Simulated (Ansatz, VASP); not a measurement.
## One calculation of WSe2, two programs

The input INCAR:

```
SYSTEM = WSe2
  ALGO = Normal
  EDIFF = 1E-6
  ENCUT = 520
  GGA = PS
  ISIF = 2
  ISMEAR = 0
  LASPH = .TRUE.
  LCHARG = .FALSE.
  LREAL = .FALSE.
  LWAVE = .FALSE.
  NBANDS = 20
  NELM = 80
  PREC = Accurate
  SIGMA = 0.05
```

KPOINTS

```
k-points
0
G
  12 12 2
  0 0 0
```

File POSCAR:

```
WSe2
1.0
    3.3683602588      0.0000000000      0.0000000000
   -1.6841801294      2.9170855532      0.0000000000
    0.0000000000      0.0000000000     16.6612170741
W Se
1 2
Direct
    0.0000000000      0.0000000000      0.0000000000
    0.3333333333      0.6666666667      0.1003992715
    0.3333333333      0.6666666667      0.8996007285
```

Input for Ansatz:

```yaml
crystal:
  lattice:
    - [3.3683602588, 0.0, 0.0]
    - [-1.6841801294, 2.9170855532, 0.0]
    - [0.0, 0.0, 16.6612170741]
  atoms:
    - { symbol: W, position: [0.0, 0.0, 0.0] }
    - { symbol: Se, position: [0.3333333333, 0.6666666667, 0.1003992715] }
    - { symbol: Se, position: [0.3333333333, 0.6666666667, 0.8996007285] }
basis:
  ecutwfc: 420
kpoints:
  mp_grid: { grid: [12, 12, 2] }
hamiltonian:
  xc: pbesol
scf:
  occupations: { method: gaussian, width: 0.05 }
output:
  forces: true
  stress: true
  eigenvalues: true
```

Change from the starting cell: strain +0.030 along x and y, +0.000 along z, atoms carried along.

Alike in both runs: task single point; functional PBEsol; k mesh 12 × 12 × 2; occupations gaussian, width 0.05 eV; no spin polarisation.

```csv
,VASP,Ansatz
version,VASP 6.6.1,Ansatz 0.2.0
potentials or method,"VASP PAW PBE potentials, release 64 (W_sv, Se), cutoff 520 eV","scalar-relativistic, plane waves, PAW"
valence electrons in the cell,26,46
```

Ansatz gave:

- gap on the k mesh at the Fermi level (eV): 1.40
- least direct gap on the mesh (eV): 1.40
- rms of the force components (eV/Å): 0.285

Question: What did VASP give for the same quantities?

Answer: gap on the k mesh at the Fermi level (eV): 1.39; least direct gap on the mesh (eV): 1.39; rms of the force components (eV/Å): 0.262.

VASP's potentials were made for PBE, not for PBEsol. Atom by atom the forces differ by 0.023 eV/Å (rms over components). VASP's potentials hold 26 valence electrons a cell and Ansatz's 46, so a difference there can come from the potentials and not from the codes.

Neither program's run includes spin-orbit coupling.
